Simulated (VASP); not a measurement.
# SnO (Romarchite) (P4/nmm) in VASP: further runs, part 2 of 2

VASP 6.6.1. The steps go on from the part before.

### 4 Single point, PBE

This run uses another cell than the first one, of 19.56 Å³/atom, 1.077 times its volume.

Input file INCAR:

```
SYSTEM = SnO
PREC = Accurate
ENCUT = 520
EDIFF = 1E-7
ISMEAR = 0
SIGMA = 0.01
LREAL = .False.
LASPH = .True.
NELM = 80
ALGO = Normal
ISIF = 2
LWAVE = .False.
LCHARG = .False.
GGA = PE
NBANDS = 28
```

Input file KPOINTS:

```
Automatic mesh
0
Gamma
  5 5 4
  0 0 0
```

Input file POSCAR:

```
SnO
1.0
    3.9448416191      0.0000000000      0.0000000000
    0.0000000000      3.9448416191      0.0000000000
    0.0000000000      0.0000000000      5.0271650896
Sn O
2 2
Direct
    0.5000000000      0.0000000000      0.2369000000
    0.0000000000      0.5000000000      0.7631000000
    0.0000000000      0.0000000000      0.0000000000
    0.5000000000      0.5000000000      0.0000000000
```

Potentials or basis: VASP PAW PBE potentials, release 64 (Sn_d, O).

The run is started by

```sh
cat potpaw_PBE.64/Sn_d/POTCAR potpaw_PBE.64/O/POTCAR > POTCAR
mpirun -np 1 vasp_std > vasp.out
```

OUTCAR:

```text
SYSTEM = SnO
   PREC = Accurate
   ENCUT = 520
   EDIFF = 1E-7
   ISMEAR = 0
   LREAL = .False.
   LASPH = .True.
   NELM = 80
   ISIF = 2
   GGA = PE

 ion  position               nearest neighbor table
   1  0.500  0.000  0.237-   3 2.30   4 2.30   4 2.30   3 2.30   2 3.67   2 3.67   2 3.67   2 3.67

   2  0.000  0.500  0.763-   3 2.30   4 2.30   3 2.30   4 2.30   1 3.67   1 3.67   1 3.67   1 3.67

   3  0.000  0.000  0.000-   1 2.30   2 2.30   2 2.30   1 2.30
   4  0.500  0.500  0.000-   1 2.30   2 2.30   1 2.30   2 2.30

  LATTYP: Found a simple tetragonal cell.
 ALAT       =     3.9448416191
 C/A-ratio  =     1.2743642394

  Lattice vectors:

 A1 = (   3.9448416191,   0.0000000000,   0.0000000000)
 A2 = (   0.0000000000,   3.9448416191,   0.0000000000)
 A3 = (   0.0000000000,   0.0000000000,   5.0271650896)

Analysis of symmetry for initial positions (statically):
=====================================================================
 Subroutine PRICEL returns:
 Original cell was already a primitive cell.

 Routine SETGRP: Setting up the symmetry group for a
 simple tetragonal supercell.

 Subroutine GETGRP returns: Found 16 space group operations
 (whereof  8 operations were pure point group operations)
 out of a pool of 16 trial point group operations.

The static configuration has the point symmetry D_2d.
 The point group associated with its full space group is D_4h.

Analysis of symmetry for dynamics (positions and initial velocities):
=====================================================================
 Subroutine PRICEL returns:
 Original cell was already a primitive cell.

 Routine SETGRP: Setting up the symmetry group for a
 simple tetragonal supercell.

 Subroutine GETGRP returns: Found 16 space group operations
 (whereof  8 operations were pure point group operations)
 out of a pool of 16 trial point group operations.

The dynamic configuration has the point symmetry D_2d.
 The point group associated with its full space group is D_4h.

 Subroutine INISYM returns: Found 16 space group operations
 (whereof  8 operations are pure point group operations),
 and found     1 'primitive' translations

----------------------------------------------------------------------------------------

                                     Primitive cell

  volume of cell :      78.2316

  direct lattice vectors                    reciprocal lattice vectors
     3.944841619  0.000000000  0.000000000     0.253495602  0.000000000  0.000000000
     0.000000000  3.944841619  0.000000000     0.000000000  0.253495602  0.000000000
     0.000000000  0.000000000  5.027165090     0.000000000  0.000000000  0.198919268

  length of vectors
     3.944841619  3.944841619  5.027165090     0.253495602  0.253495602  0.198919268

  position of ions in fractional coordinates (direct lattice)
     0.500000000  0.000000000  0.236900000
     0.000000000  0.500000000  0.763100000
     0.000000000  0.000000000  0.000000000
     0.500000000  0.500000000  0.000000000

  ion indices of the primitive-cell ions
   primitive index   ion index
                 1           1
                 2           2
                 3           3
                 4           4

[... 22 lines left out ...]
 ===========================================

 Found     18 irreducible k-points:

 Following reciprocal coordinates:
            Coordinates               Weight
  0.000000  0.000000  0.000000      1.000000
  0.200000  0.000000  0.000000      4.000000
  0.400000  0.000000  0.000000      4.000000
  0.200000  0.200000  0.000000      4.000000
  0.400000  0.200000  0.000000      8.000000
  0.400000  0.400000  0.000000      4.000000
[... 10 lines left out ...]
  0.400000  0.200000  0.500000      8.000000
  0.400000  0.400000  0.500000      4.000000
   k-points           NKPTS =     18   k-points in BZ     NKDIM =     18   number of bands    NBANDS=     28
   number of dos      NEDOS =    301   number of ions     NIONS =      4
   total plane-waves  NPLWV =  36000
   dimension x,y,z NGX =    30 NGY =   30 NGZ =   40
   dimension x,y,z NGXF=    60 NGYF=   60 NGZF=   80
   ions per type =               2   2
   NGX,Y,Z   is equivalent  to a cutoff of  12.64, 12.64, 13.23 a.u.
   NGXF,Y,Z  is equivalent  to a cutoff of  25.29, 25.29, 26.46 a.u.
 SYSTEM =  SnO
   PREC   = accura    normal or accurate (medium, high low for compatibility)
   ISTART =      0    job   : 0-new  1-cont  2-samecut
   ICHARG =      2    charge: 1-file 2-atom 10-const
   ISPIN  =      1    spin polarized calculation?
   LNONCOLLINEAR =      F non collinear calculations
   LSORBIT =      F    spin-orbit coupling
   LASPH  =      T    aspherical Exc in radial PAW
   ENCUT  =  520.0 eV  38.22 Ry    6.18 a.u.   7.33  7.33  9.35*2*pi/ulx,y,z
   NELM   =     80;   NELMIN=  2; NELMDL= -5     # of ELM steps
   EDIFF  = 0.1E-06   stopping-criterion for ELM
   LREAL  =      F    real-space projection
   EDIFFG = 0.1E-05   stopping-criterion for IOM
   NSW    =      0    number of steps for IOM
   IBRION =     -1    ionic relax: 0-MD 1-quasi-New 2-CG
   NFREE  =      0    steps in history (QN), initial steepest desc. (CG)
   ISIF   =      2    stress and relaxation
   ISYM   =      2    0-nonsym 1-usesym 2-fastsym
   POTIM  = 0.5000    time-step for ionic-motion
   TEBEG  =    0.0;   TEEND  =   0.0 temperature during run
   PSTRESS=    0.0 pullay stress
   NELECT =      40.0000    total number of electrons
   NUPDOWN=      -1.0000    fix difference up-down
   EMIN   =  10.00;   EMAX   =-10.00  energy-range for DOS
   EFERMI =   0.00;   METHOD = LEGACY
   ISMEAR =     0;   SIGMA  =   0.01  broadening in eV -4-tet -1-fermi 0-gaus
   EFERMI_NEDOS =   21; number of points for ismear=-14 and -15
   IALGO  =     38    algorithm
   IMIX   =      4    mixing-type and parameters
     AMIX     =   0.40;   BMIX     =  1.00
     AMIX_MAG =   1.60;   BMIX_MAG =  1.00
  volume/ion in A,a.u.               =      19.56       131.98
  Fermi-wavevector in a.u.,A,eV,Ry     =   1.309084  2.473809 23.316304  1.713700
  Thomas-Fermi vector in A             =   2.439707
   LORBIT       =      0    0 simple, 1 ext, 2 COOP (PROOUT), +10 PAW based schemes
   GGA     = PE    functional components
   LHFCALC =     F    Hartree Fock is set to
   AEXX    =    0.0000 exact exchange contribution
   IVDW    =     0    specifies the selected vdW correction
   LEPSILON=     F    determine dielectric tensor
   LRPA    =     F    only Hartree local field effects (RPA)
 non-spin polarized calculation
 Gauss-broadening in eV      SIGMA  =   0.01
  energy-cutoff  :      520.00
  volume of cell :       78.23
 maximum number of plane-waves:      2130
 NGX is ok and might be reduce to    30
   NGX = 15   NGY = 15   NGZ = 19

 number of electron      39.9999997 magnetization

 Free energy of the ion-electron system (eV)
  ---------------------------------------------------
  ext. energy  EPLUGINS =         0.00000000
  ---------------------------------------------------
  free energy    TOTEN  =       -22.65563254 eV

  energy without entropy =      -22.65563254  energy(sigma->0) =      -22.65563254

 E-fermi :   5.7247     XC(G=0):  -9.7011

 val. band max:        5.6132606978   @ k =   0.0000   0.0000   0.0000
 cond. band min:       6.4676656731   @ k =   0.4000   0.4000   0.0000
 fundamental gap:      0.8544049753
 Fermi energy:         5.7246969984

 k-point     1 :       0.0000    0.0000    0.0000
  band No.  band energies     occupation
      1     -15.8825      2.00000
      2     -15.6209      2.00000
      3     -15.6186      2.00000
      4     -15.6186      2.00000
      5     -15.6032      2.00000
      6     -15.5854      2.00000
[... 547 lines left out ...]
     27      15.3268      0.00000
     28      15.4408      0.00000

------------------------ aborting loop because EDIFF is reached ----------------------------------------

  FORCE on cell =-STRESS in cart. coord.  units (eV):
  Direction    XX          YY          ZZ          XY          YZ          ZX
  --------------------------------------------------------------------------------------
  -------------------------------------------------------------------------------------
  Total       -2.3515023     -2.3515023     -1.8523626      0.0000000      0.0000000      0.0000000
  in kB      -48.1585827    -48.1585827    -37.9362413      0.0000000      0.0000000      0.0000000
  external PRESSURE =     -44.7511356 kB  Pullay stress =       0.0000000 kB

 VOLUME and BASIS-vectors are now :
 -----------------------------------------------------------------------------
  energy-cutoff  :      520.00
  volume of cell :       78.23
      direct lattice vectors                 reciprocal lattice vectors
     3.944841619  0.000000000  0.000000000     0.253495602  0.000000000  0.000000000
     0.000000000  3.944841619  0.000000000     0.000000000  0.253495602  0.000000000
     0.000000000  0.000000000  5.027165090     0.000000000  0.000000000  0.198919268

 POSITION                                       TOTAL-FORCE (eV/Angst)
 -----------------------------------------------------------------------------------
      1.97242      0.00000      1.19094         0.000000      0.000000     -0.841440
      0.00000      1.97242      3.83623        -0.000000     -0.000000      0.841440
      0.00000      0.00000      0.00000         0.000000      0.000000      0.000000
      1.97242      1.97242      0.00000         0.000000     -0.000000      0.000000
 -----------------------------------------------------------------------------------
    total drift:                                0.000000      0.000000     -0.000000

  FREE ENERGIE OF THE ION-ELECTRON SYSTEM (eV)
  ---------------------------------------------------
  free  energy   TOTEN  =       -22.6556325417 eV

  energy  without entropy=      -22.6556325417  energy(sigma->0) =      -22.65563254
```

stdout:

```text
POSCAR found type information on POSCAR SnO
 POSCAR found :  2 types and       4 ions
 scaLAPACK will be used
 LDA part: xc-table for (Slater+PW92), standard interpolation
 POSCAR, INCAR and KPOINTS ok, starting setup
 FFT: planning ... GRIDC
 FFT: planning ... GRID_SOFT
 FFT: planning ... GRID
 WAVECAR not read
 entering main loop
```

Wall time 40 s (1 thread of Intel Xeon Platinum 8259CL at 2.50GHz (Skylake/Cascade Lake), shared host); peak memory 0.19 GiB.

Results:

- Free energy: -22.6556 eV
- Pressure: -4.5 GPa
- Largest force: 0.841 eV/Å
- Band gap on the k mesh: 0.85 eV, indirect (least direct gap 1.94 eV)

Forces in eV/Å, atoms in the order of the input:
```
Sn   0.000  0.000 -0.841
Sn   0.000  0.000  0.841
O    0.000  0.000  0.000
O    0.000  0.000  0.000
```

Levels at points of the mesh, in eV from the valence-band top:
```csv
k point,band 18,band 19,band 20,band 21,band 22,band 23
"(0.00, 0.00, 0.00)",-2.46,-2.46,0.00,1.94,4.43,4.67
"(0.00, 0.00, 0.50)",-2.47,-2.47,-1.66,1.82,3.16,3.16
```

Caveat: spin-orbit coupling is left out, which moves the levels of the heavy elements. A k mesh can miss the band edges.

### 5 Overview

```csv
cell,gap on the mesh (eV),pressure (GPa),largest force (eV/Å)
"a = 3.849, b = 3.849, c = 4.905 Å, 4 atoms",0.62,1.2,0.04
"a = 3.897, b = 3.897, c = 4.967 Å, 4 atoms",0.74,-1.9,0.43
"a = 3.945, b = 3.945, c = 5.027 Å, 4 atoms",0.85,-4.5,0.84
```

Alike in all rows: task single point; level PBE; potentials or basis VASP PAW PBE potentials, release 64 (Sn_d, O); no spin polarisation; k mesh 5 × 5 × 4; cutoff (eV) 520; smearing gaussian 0.01 eV.

Caveats: spin-orbit coupling is left out, which moves the levels of the heavy elements.

Total energies depend on the potentials used, so only differences within one code and one set of settings carry meaning.
